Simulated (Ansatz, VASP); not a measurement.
# One calculation of Na, two programs

Contents of POSCAR:

```
Na
1.0
    3.8165714742      0.0000000000      0.0000000000
   -1.9082857371      3.3052478521      0.0000000000
    0.0000000000      0.0000000000      6.2349829711
Na
2
Direct
    0.6666666667      0.3333333333      0.7500000000
    0.3333333333      0.6666666667      0.2500000000
```

Contents of INCAR.step1:

```
SYSTEM = Na
ALGO = Normal
EDIFF = 1E-4
ENCUT = 520
GGA = PE
ISMEAR = -1
LASPH = .True.
LCHARG = .False.
LREAL = .False.
LWAVE = .True.
NBANDS = 14
NELM = 80
PREC = Accurate
SIGMA = 0.05
```

INCAR.step2

```
SYSTEM = Na
ALGO = Normal
EDIFF = 1E-6
ENCUT = 520
ISIF = 2
ISMEAR = -1
ISTART = 1
LASPH = .True.
LCHARG = .False.
LMIXTAU = .True.
LREAL = .False.
LWAVE = .False.
METAGGA = R2SCAN
NBANDS = 14
NELM = 80
PREC = Accurate
SIGMA = 0.05
```

File KPOINTS:

```
k-points
0
Gamma
  8 8 5
  0 0 0
```

Contents of input.yaml:

```yaml
crystal:
  lattice:
    - [3.8165714742, 0.0, 0.0]
    - [-1.9082857371, 3.3052478521, 0.0]
    - [0.0, 0.0, 6.2349829711]
  atoms:
    - { symbol: Na, position: [0.6666666667, 0.3333333333, 0.75] }
    - { symbol: Na, position: [0.3333333333, 0.6666666667, 0.25] }
hamiltonian:
  xc: r2scan
  pseudopotentials: { kind: paw }
kpoints:
  mp_grid: { grid: [8, 8, 5] }
scf:
  occupations: { method: fermi_dirac, width: 0.05 }
output:
  forces: true
  stress: true
  eigenvalues: true
```

Alike in both runs: task single point; functional r2SCAN; k mesh 8 × 8 × 5; occupations fermi-dirac, width 0.05 eV; no spin polarisation.

|  | VASP | Ansatz |
| --- | --- | --- |
| version | VASP 6.6.1 | Ansatz 0.2.0 |
| potentials or method | VASP PAW PBE potentials, release 64 (Na_pv) | Ansatz PAW |
| plane-wave cutoff (eV) | 520 | 500 |
| valence electrons in the cell | 14 | 18 |

Ansatz gave:

```
gap on the k mesh at the Fermi level (eV)                     : none
pressure (GPa)                                                : -0.3
traceless stress, the component that is largest in VASP (GPa) : -0.16
```

Question: What did VASP give for the same quantities?

Answer: gap on the k mesh at the Fermi level (eV): none; pressure (GPa): -0.2; traceless stress, the component that is largest in VASP (GPa): -0.10.

VASP's potentials were made for PBE, not for r2SCAN. A gap of «none» marks a metal or a gap that the smearing closes. VASP's potentials hold 14 valence electrons a cell and Ansatz's 18, so a difference there can come from the potentials and not from the codes.
